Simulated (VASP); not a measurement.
# Ag (C2/m) in VASP: single point with PBE

Aim: the single point of Ag with PBE.

Everything below comes from runs of VASP 6.6.1. Logs are shortened: lines on timing, memory, paths and dates and some standing lists are left out, and cuts for length are marked.

**1. The cell of the first run**

The typed cell holds 2 atoms: a = 3.868 Å, b = 3.868 Å, c = 2.985 Å, α = 90.00°, β = 130.49°, γ = 90.00°.

**2. Single point, PBE**

Contents of INCAR:

```
SYSTEM = Ag
PREC = Accurate
ENCUT = 520
EDIFF = 1E-6
ISMEAR = 0
SIGMA = 0.1
LREAL = .FALSE.
LASPH = .TRUE.
NELM = 80
ALGO = Fast
ISIF = 2
LWAVE = .FALSE.
LCHARG = .FALSE.
GGA = PE
NBANDS = 18
```

Contents of KPOINTS:

```
Automatic mesh
0
G
  9 9 15
  0 0 0
```

Contents of POSCAR:

```
Ag
1.0
    3.8679383972      0.0000000000     -0.0039237692
    0.0000000000      3.8679403874      0.0000000000
   -1.9362566276      0.0000000000      2.2724057808
Ag
2
Direct
    0.0000000000      0.0000000000      0.0000000000
    0.5000000000      0.5000000000      0.0000000000
```

Potentials or basis: VASP PAW PBE potentials, release 64 (Ag).

Started as:

```bash
cat potpaw_PBE.64/Ag/POTCAR > POTCAR
mpirun -np 1 vasp_std > vasp.out
```

OUTCAR:

```text
SYSTEM = Ag
   PREC = Accurate
   ENCUT = 520
   EDIFF = 1E-6
   ISMEAR = 0
   LREAL = .FALSE.
   LASPH = .TRUE.
   NELM = 80
   ISIF = 2
   GGA = PE

 ion  position               nearest neighbor table
   1  0.000  0.000  0.000-   2 2.74   2 2.74   2 2.74   2 2.74   2 2.98   2 2.98   2 2.98   2 2.98

   2  0.500  0.500  0.000-   1 2.74   1 2.74   1 2.74   1 2.74   1 2.98   1 2.98   1 2.98   1 2.98

  LATTYP: Found a simple monoclinic cell.
 ALAT       =     2.9794974569
 B/A-ratio  =     1.2981854971
 C/A-ratio  =     1.0019981751
 COS(beta)  =    -0.1590395900

  Lattice vectors:

 A1 = (   1.9316817696,   0.0000000000,   2.2684820116)
 A2 = (   0.0000000000,  -3.8679403874,   0.0000000000)
 A3 = (   1.9362566276,   0.0000000000,  -2.2724057808)

Analysis of symmetry for initial positions (statically):
=====================================================================
 Subroutine PRICEL returns following result:

  LATTYP: Found a base centered monoclinic cell.
 ALAT       =     3.8679403874
 B/A-ratio  =     1.0000000000
 C/A-ratio  =     0.7703059402
 COS(beta)  =    -0.6475520046

  Lattice vectors:

 A1 = (  -1.9339691986,   1.9339701937,   0.0019618846)
 A2 = (  -1.9339691986,  -1.9339701937,   0.0019618846)
 A3 = (   1.9316817696,   0.0000000000,   2.2684820116)

   2 primitive cells build up your supercell.

 Routine SETGRP: Setting up the symmetry group for a
 simple monoclinic supercell.

 Subroutine GETGRP returns: Found  4 space group operations
 (whereof  4 operations were pure point group operations)
 out of a pool of  4 trial point group operations.

The static configuration has the point symmetry C_2h.

Analysis of symmetry for dynamics (positions and initial velocities):
=====================================================================
 Subroutine PRICEL returns following result:

  LATTYP: Found a base centered monoclinic cell.
 ALAT       =     3.8679403874
 B/A-ratio  =     1.0000000000
 C/A-ratio  =     0.7703059402
 COS(beta)  =    -0.6475520046

  Lattice vectors:

 A1 = (  -1.9339691986,   1.9339701937,   0.0019618846)
 A2 = (  -1.9339691986,  -1.9339701937,   0.0019618846)
 A3 = (   1.9316817696,   0.0000000000,   2.2684820116)

   2 primitive cells build up your supercell.

 Routine SETGRP: Setting up the symmetry group for a
 simple monoclinic supercell.

 Subroutine GETGRP returns: Found  4 space group operations
[... 93 lines left out ...]
   ISTART =      0    job   : 0-new  1-cont  2-samecut
   ICHARG =      2    charge: 1-file 2-atom 10-const
   ISPIN  =      1    spin polarized calculation?
   LNONCOLLINEAR =      F non collinear calculations
   LSORBIT =      F    spin-orbit coupling
   LASPH  =      T    aspherical Exc in radial PAW
   ENCUT  =  520.0 eV  38.22 Ry    6.18 a.u.   7.19  7.19  5.55*2*pi/ulx,y,z
   NELM   =     80;   NELMIN=  2; NELMDL= -5     # of ELM steps
   EDIFF  = 0.1E-05   stopping-criterion for ELM
   LREAL  =      F    real-space projection
   EDIFFG = 0.1E-04   stopping-criterion for IOM
   NSW    =      0    number of steps for IOM
   IBRION =     -1    ionic relax: 0-MD 1-quasi-New 2-CG
   NFREE  =      0    steps in history (QN), initial steepest desc. (CG)
   ISIF   =      2    stress and relaxation
   ISYM   =      2    0-nonsym 1-usesym 2-fastsym
   POTIM  = 0.5000    time-step for ionic-motion
   TEBEG  =    0.0;   TEEND  =   0.0 temperature during run
   PSTRESS=    0.0 pullay stress
   NELECT =      22.0000    total number of electrons
   NUPDOWN=      -1.0000    fix difference up-down
   EMIN   =  10.00;   EMAX   =-10.00  energy-range for DOS
   EFERMI =   0.00;   METHOD = LEGACY
   ISMEAR =     0;   SIGMA  =   0.10  broadening in eV -4-tet -1-fermi 0-gaus
   EFERMI_NEDOS =   21; number of points for ismear=-14 and -15
   IALGO  =     68    algorithm
   IMIX   =      4    mixing-type and parameters
     AMIX     =   0.40;   BMIX     =  1.00
     AMIX_MAG =   1.60;   BMIX_MAG =  1.00
  volume/ion in A,a.u.               =      16.98       114.61
  Fermi-wavevector in a.u.,A,eV,Ry     =   1.416421  2.676649 27.296686  2.006250
  Thomas-Fermi vector in A             =   2.537758
   LORBIT       =      0    0 simple, 1 ext, 2 COOP (PROOUT), +10 PAW based schemes
   GGA     = PE    functional components
   LHFCALC =     F    Hartree Fock is set to
   AEXX    =    0.0000 exact exchange contribution
   IVDW    =     0    specifies the selected vdW correction
   LEPSILON=     F    determine dielectric tensor
   LRPA    =     F    only Hartree local field effects (RPA)
 non-spin polarized calculation
 RMM-DIIS sequential band-by-band and
 Gauss-broadening in eV      SIGMA  =   0.10
  energy-cutoff  :      520.00
  volume of cell :       33.97
 maximum number of plane-waves:       938
 NGX is ok and might be reduce to    30
   NGX = 15   NGY = 15   NGZ = 11

 number of electron      22.0000000 magnetization

 Free energy of the ion-electron system (eV)
  ---------------------------------------------------
  ext. energy  EPLUGINS =         0.00000000
  ---------------------------------------------------
  free energy    TOTEN  =        -5.30964642 eV

  energy without entropy =       -5.30598619  energy(sigma->0) =       -5.30781630

 E-fermi :   8.5193     XC(G=0): -12.2292

 val. band max:        8.5191433808   @ k =   0.3333   0.1111   0.2000
 cond. band min:       8.5386095908   @ k =   0.4444   0.4444   0.4000
 fundamental gap:      0.0194662100
 Fermi energy:         8.5193139420

 k-point     1 :       0.0000    0.0000    0.0000
  band No.  band energies     occupation
      1       0.6947      2.00000
      2       1.9845      2.00000
      3       2.2673      2.00000
      4       2.9525      2.00000
      5       4.0578      2.00000
      6       4.0817      2.00000
[... 481 lines left out ...]
      5       3.9347      2.00000
      6       4.1367      2.00000
[... 10 lines left out ...]
     17      25.3593      0.00000
     18      26.4488      0.00000

 [... further k-points ...]
[... 5 lines left out ...]
  --------------------------------------------------------------------------------------
  -------------------------------------------------------------------------------------
  Total        2.0045247      2.0456847     -0.0068392      0.0000000      0.0000000     -0.0061094
  in kB       94.5480009     96.4894034     -0.3225887      0.0000000      0.0000000     -0.2881620
  external PRESSURE =      63.5716052 kB  Pullay stress =       0.0000000 kB

 VOLUME and BASIS-vectors are now :
 -----------------------------------------------------------------------------
  energy-cutoff  :      520.00
  volume of cell :       33.97
      direct lattice vectors                 reciprocal lattice vectors
     3.867938397  0.000000000 -0.003923769     0.258759323  0.000000000  0.220481948
     0.000000000  3.867940387  0.000000000     0.000000000  0.258535525  0.000000000
    -1.936256628  0.000000000  2.272405781     0.000446800  0.000000000  0.440442956

 POSITION                                       TOTAL-FORCE (eV/Angst)
 -----------------------------------------------------------------------------------
      0.00000      0.00000      0.00000         0.000000     -0.000000     -0.000000
      1.93397      1.93397     -0.00196        -0.000000      0.000000      0.000000
 -----------------------------------------------------------------------------------
    total drift:                                0.000000      0.000000     -0.000000

  FREE ENERGIE OF THE ION-ELECTRON SYSTEM (eV)
  ---------------------------------------------------
  free  energy   TOTEN  =        -5.3096464189 eV

  energy  without entropy=       -5.3059861906  energy(sigma->0) =       -5.30781630
```

OSZICAR:

```text
N       E                     dE             d eps       ncg     rms          rms(c)
DAV:   1     0.128366984147E+03    0.12837E+03   -0.11424E+04 12328   0.120E+03
DAV:   2    -0.367818165333E+01   -0.13205E+03   -0.12567E+03 12720   0.271E+02
DAV:   3    -0.581604784749E+01   -0.21379E+01   -0.21306E+01 13988   0.390E+01
DAV:   4    -0.582367836384E+01   -0.76305E-02   -0.76298E-02 13346   0.231E+00
DAV:   5    -0.582375011384E+01   -0.71750E-04   -0.71749E-04 13480   0.233E-01    0.757E+00
RMM:   6    -0.533252540449E+01    0.49122E+00   -0.10971E+00 12272   0.857E+00    0.483E+00
RMM:   7    -0.531546993256E+01    0.17055E-01   -0.25084E-02 12742   0.157E+00    0.273E+00
RMM:   8    -0.530967968311E+01    0.57902E-02   -0.23700E-03 12793   0.424E-01    0.246E-01
RMM:   9    -0.530964123295E+01    0.38450E-04   -0.40666E-04 13312   0.167E-01    0.939E-02
RMM:  10    -0.530964446937E+01   -0.32364E-05   -0.52339E-05 13247   0.562E-02    0.399E-02
RMM:  11    -0.530964644766E+01   -0.19783E-05   -0.13484E-05 12002   0.221E-02    0.139E-02
RMM:  12    -0.530964641885E+01    0.28808E-07   -0.93900E-07  9367   0.678E-03
   1 F= -.53096464E+01 E0= -.53078163E+01  d E =-.366023E-02
```

stdout:

```text
POSCAR found type information on POSCAR Ag
 POSCAR found :  1 types and       2 ions
 scaLAPACK will be used
 LDA part: xc-table for (Slater+PW92), standard interpolation
 POSCAR, INCAR and KPOINTS ok, starting setup
 FFT: planning ... GRIDC
 FFT: planning ... GRID_SOFT
 FFT: planning ... GRID
 WAVECAR not read
 entering main loop
```

It took 95 s on 1 thread of Intel Xeon Platinum 8488C (Sapphire Rapids), shared host; peak memory 0.28 GiB.

What came out:

```
Free energy            : -5.3096 eV
Pressure               : 6.4 GPa
Band gap on the k mesh : zero (band 11 reaches 12.45 eV, above the bottom of band 12 at 5.48 eV)
```

Stress tensor (GPa, compression positive):
```
 9.45  0.00 -0.03
 0.00  9.65  0.00
-0.03  0.00 -0.03
```
